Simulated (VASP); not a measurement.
Here is a VASP 6.6.1 calculation.

The input INCAR:

```
SYSTEM = Nb3Ag
  ALGO = Normal
  EDIFF = 1E-6
  EDIFFG = -0.04
  ENCUT = 600
  GGA = PE
  IBRION = 2
  ISIF = 3
  ISMEAR = 0
  LASPH = .TRUE.
  LCHARG = .FALSE.
  LREAL = .FALSE.
  LWAVE = .FALSE.
  NELM = 100
  NSW = 90
  PREC = Accurate
  SIGMA = 0.1
```

KPOINTS

```
k-points
0
G
  4 4 4
  0 0 0
```

The input POSCAR:

```
Nb3Ag
1.0
    4.0880069300      0.0000000000      0.0000000000
    0.0000000000      4.0880069300      0.0000000000
    0.0000000000      0.0000000000      4.0880069300
Nb Ag
3 1
Direct
    0.0000000000      0.5000000000      0.5000000000
    0.5000000000      0.0000000000      0.5000000000
    0.5000000000      0.5000000000      0.0000000000
    0.5000000000      0.5000000000      0.5000000000
```

Potentials or basis: VASP PAW PBE potentials, release 64 (Nb_sv, Ag).

Command:

```console
$ cat potpaw_PBE.64/Nb_sv/POTCAR potpaw_PBE.64/Ag/POTCAR > POTCAR
$ mpirun -np 1 vasp_std > vasp.out
```

**Question.** Predict the relaxed cell.

**Answer.** a = 4.977 Å, b = 4.977 Å, c = 4.977 Å, α = 90.00°, β = 90.00°, γ = 90.00°.

**Question.** What does it give for the band gap on the k mesh?

**Answer.** Zero (bands 25 and 26 overlap by 1.01 eV).

**Question.** What does it give for the relaxed volume?

**Answer.** 30.83 Å³/atom.

**Question.** What does it give for the space group after relaxing (to 0.1 Å)?

**Answer.** Pm-3m (No. 221).

Final structure:
```
Nb Ag
1.0
     4.97731    0.00000    0.00000
     0.00000    4.97731    0.00000
     0.00000    0.00000    4.97731
Nb Ag
3 1
Direct
  0.00000 0.50000 0.50000
  0.50000 0.00000 0.50000
  0.50000 0.50000 0.00000
  0.50000 0.50000 0.50000
```

Caveat: the k points lie up to 0.32 Å⁻¹ apart in the final cell, too coarse for converged energies and pressures of a metal; the volume moved by over 15 % at a fixed basis, so the end points are rough.
